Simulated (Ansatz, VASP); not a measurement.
**Two plane-wave programs on Hf6Pt**

```
CELL_PARAMETERS angstrom
-3.24381 3.24381 3.24381
3.24381 -3.24381 3.24381
3.24381 3.24381 -3.24381
ATOMIC_POSITIONS crystal
Hf 0.72563 0.72563 0.00000
Hf 0.27437 0.27437 0.00000
Hf 0.00000 0.27437 0.27437
Hf 0.00000 0.72563 0.72563
Hf 0.72563 0.00000 0.72563
Hf 0.27437 0.00000 0.27437
Pt 0.00000 0.00000 0.00000
```

Change from the starting cell: species swapped into the SF6 type (Im-3m, No. 229).

Alike in both runs: task relaxation of cell and atoms; functional PBE; k mesh 4 × 4 × 4; occupations gaussian, width 0.1 eV; no spin polarisation.

|  | VASP | Ansatz |
| --- | --- | --- |
| version | VASP 6.6.1 | Ansatz 0.2.0 |
| potentials or method | VASP PAW PBE potentials, release 64 (Hf_pv, Pt), cutoff 600 eV | scalar-relativistic, plane waves, PAW |
| valence electrons in the cell | 70 | 174 |

|  | VASP | Ansatz | Ansatz less VASP |
| --- | --- | --- | --- |
| gap on the k mesh at the Fermi level, each at its own relaxed structure (eV) | none | none | - |
| relaxed volume (Å³/atom) | 29.24 | 29.39 | +0.155 |
| relaxed length of the cell vector where the two differ most in proportion (Å) | 6.430 | 6.441 | +0.0113 |

A gap of «none» marks a metal or a gap that the smearing closes. VASP's potentials hold 70 valence electrons a cell and Ansatz's 174, so a difference there can come from the potentials and not from the codes.

Neither program's run includes spin-orbit coupling. Noted on VASP's run: the volume moved by over 15 % at a fixed basis, so the end points are rough.
